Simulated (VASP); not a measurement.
Runs of VASP 6.6.1 on Yb. The structure is that of space group Im-3m (No. 229), or close to it. The cells are those of the table. This isn't the form of Yb at room conditions, which is fcc.

| task | level | U | cell | k mesh | cutoff (eV) | smearing | gap on the mesh (eV) | pressure (GPa) | moment (μB) |
| --- | --- | --- | --- | --- | --- | --- | --- | --- | --- |
| single point | LDA | - | a = 3.701 Å, angles 109.5°, 1 atom | 9 × 9 × 9 | 520 | fermi-dirac 0.05 eV | none | -4.0 | 0.00 |
| phonons | PBEsol+D4+U | Yb f U = 5.0 eV | a = 3.726 Å, angles 109.5°, 1 atom | 6 × 6 × 6 | 600 | gaussian 0.05 eV | - | - | 0.00 |
| single point | LDA | - | a = 3.751 Å, angles 109.5°, 1 atom | 9 × 9 × 9 | 520 | fermi-dirac 0.05 eV | none | (b) | 0.00 |
| single point | LDA | - | a = 3.726 Å, angles 109.5°, 1 atom | 9 × 9 × 9 | 520 | fermi-dirac 0.05 eV | none | -3.7 | 0.00 |
| single point | r2SCAN | - | a = 3.650 Å, angles 109.5°, 1 atom | 9 × 9 × 9 | 520 | fermi-dirac 0.05 eV | none | -2.2 | 0.00 |
| single point | r2SCAN | - | a = 3.726 Å, angles 109.5°, 1 atom | 9 × 9 × 9 | 520 | fermi-dirac 0.05 eV | none | (a) | 0.00 |
| single point | r2SCAN | - | a = 3.676 Å, angles 109.5°, 1 atom | 9 × 9 × 9 | 520 | fermi-dirac 0.05 eV | none | -1.4 | 0.00 |
| single point | LDA | - | a = 3.776 Å, angles 109.5°, 1 atom | 9 × 9 × 9 | 520 | fermi-dirac 0.05 eV | none | -3.6 | 0.00 |

Alike in all rows: potentials or basis VASP PAW PBE potentials, release 64 (Yb); spin collinear, ferromagnetic start.

Problem. Fill in the values left out.

Solution. (a) -2.6; (b) -5.5.

Caveats: the PAW data sets were made with another functional, which shifts forces and pressure a little; spin-orbit coupling is left out, which moves the levels of the heavy elements; the cell stands under tension (at least some runs); the cell stands under pressure or tension, which shifts response properties (at least some runs).

A k mesh can miss the band edges, and the runs leave out spin-orbit coupling on Yb.

A gap of «none» marks levels without a gap at the run's occupations.
